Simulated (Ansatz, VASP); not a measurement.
# One calculation of Ir, two programs

File INCAR:

```
ALGO     = Normal         # electronic algorithm
EDIFF    = 1E-6           # SCF threshold, eV
ENCUT    = 520            # plane-wave cutoff, eV
GGA      = PE             # functional
ISIF     = 2              # what is computed and relaxed
ISMEAR   = 1              # smearing method
LASPH    = T              # aspherical terms in the spheres
LCHARG   = F              # write CHGCAR
LREAL    = F              # projectors in reciprocal space
LWAVE    = F              # write WAVECAR
NBANDS   = 10             # bands
NELM     = 80             # most SCF steps
PREC     = Accurate       # precision mode
SIGMA    = 1.0            # smearing width, eV
```

File KPOINTS:

```
k-points
0
Gamma
  14 14 14
```

POSCAR

```
Ir
1.0
    0.0000000000      1.9360622002      1.9360622002
    1.9360622002      0.0000000000      1.9360622002
    1.9360622002      1.9360622002      0.0000000000
Ir
1
Direct
    0.0000000000      0.0000000000      0.0000000000
```

Input for Ansatz:

```yaml
crystal:
  lattice:
    - [0.0, 1.9360622002, 1.9360622002]
    - [1.9360622002, 0.0, 1.9360622002]
    - [1.9360622002, 1.9360622002, 0.0]
  atoms:
    - { symbol: Ir, position: [0.0, 0.0, 0.0] }
hamiltonian:
  xc: pbe
  pseudopotentials:
    kind: paw
    azcp:
      Ir: "pseudopotentials/Ir.paw.azcp"
basis:
  ecutwfc: 420
  fft_grid_basis: typed
kpoints:
  mp_grid: { grid: [14, 14, 14], shift: [0, 0, 0] }
magnetization:
  spin_polarized: false
scf:
  occupations: { method: methfessel_paxton, width: 1.0 }
  lower_state_search: "off"
output:
  stress: true
```

Alike in both runs: task single point; functional PBE; k mesh 14 × 14 × 14; occupations methfessel-paxton of order 1, width 1 eV; no spin polarisation.

|  | VASP | Ansatz |
| --- | --- | --- |
| version | VASP 6.6.1 | Ansatz 0.2.0 |
| potentials or method | VASP PAW PBE potentials, release 64 (Ir), cutoff 520 eV | plane waves (420 eV) with PAW, scalar-relativistic |
| valence electrons in the cell | 9 | 17 |

```tsv
	VASP	Ansatz	Ansatz less VASP
pressure (GPa)	0.4	-0.1	-0.52
```

VASP's potentials hold 9 valence electrons a cell and Ansatz's 17, so a difference there can come from the potentials and not from the codes.

Spin-orbit coupling is off throughout.
